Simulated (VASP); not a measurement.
Write the native input for VASP 6.6.1 that does the following.

| Item | Value |
| --- | --- |
| Task | single point |
| Functional | r2SCAN |
| Potentials or basis | VASP PAW PBE potentials, release 64 (Sr_sv, O) |
| Cutoff | 520 eV |
| k mesh | 8 × 8 × 8 |
| Occupations | gaussian, width 0.05 eV |
| Spin | no spin polarisation |
| Dipole correction | no |
| Further INCAR settings | ALGO = Normal; EDIFF = 1e-06; NBANDS = 15 |

SrO:

```xyz
2
Lattice="0.0000 2.6726 2.5698 2.6726 0.0000 2.5698 2.6726 2.6726 0.0000" Properties=species:S:1:pos:R:3 pbc="T T T"
Sr    0.0000    0.0000    0.0000
O     2.6726    2.6726    2.5698
```

This cell differs from its parent crystal: strain +0.040 along x and y, +0.000 along z.

These files were run (other wordings do the same):

POSCAR

```
SrO
1.0
    0.0000000000      2.6725920000      2.5698000000
    2.6725920000      0.0000000000      2.5698000000
    2.6725920000      2.6725920000      0.0000000000
Sr O
1 1
Direct
    0.0000000000      0.0000000000      0.0000000000
    0.5000000000      0.5000000000      0.5000000000
```

INCAR.step1

```
PREC     = Accurate       # precision mode
ENCUT    = 520            # plane-wave cutoff, eV
ISMEAR   = 0              # smearing method
SIGMA    = 0.05           # smearing width, eV
LREAL    = F              # projectors in reciprocal space
LASPH    = T              # aspherical terms in the spheres
NELM     = 80             # most SCF steps
NBANDS   = 15             # bands
GGA      = PE             # functional
ALGO     = Normal         # electronic algorithm
EDIFF    = 1E-4           # SCF threshold, eV
LWAVE    = T              # write WAVECAR
LCHARG   = F              # write CHGCAR
```

INCAR.step2

```
PREC     = Accurate       # precision mode
ENCUT    = 520            # plane-wave cutoff, eV
EDIFF    = 1E-6           # SCF threshold, eV
ISMEAR   = 0              # smearing method
SIGMA    = 0.05           # smearing width, eV
LREAL    = F              # projectors in reciprocal space
LASPH    = T              # aspherical terms in the spheres
NELM     = 80             # most SCF steps
ALGO     = Normal         # electronic algorithm
ISIF     = 2              # what is computed and relaxed
LWAVE    = F              # write WAVECAR
LCHARG   = F              # write CHGCAR
METAGGA  = R2SCAN         # meta-GGA
LMIXTAU  = T            
NBANDS   = 15             # bands
ISTART   = 1
```

KPOINTS

```
Automatic mesh
0
Gamma
  8 8 8
```

Potentials or basis: VASP PAW PBE potentials, release 64 (Sr_sv, O).

Command:

```bash
$ cat potpaw_PBE.64/Sr_sv/POTCAR potpaw_PBE.64/O/POTCAR > POTCAR
$ cp INCAR.step1 INCAR
$ mpirun -np 1 vasp_std > vasp.out
$ cp INCAR.step2 INCAR
$ mpirun -np 1 vasp_std > vasp.out
```

Results of the run:

| Quantity | Value |
| --- | --- |
| Pressure | -4.7 GPa |
| Band gap on the k mesh | 3.59 eV (least direct gap 3.85 eV) |

Caveat: the cell differs from its parent crystal (strain +0.040 along x and y, +0.000 along z); the cell stands under tension; the PAW data sets were made with another functional, which shifts forces and pressure a little.

Run time: 3.4 min on 1 thread of Intel Xeon 8259CL (shared host), peak memory 0.19 GiB.
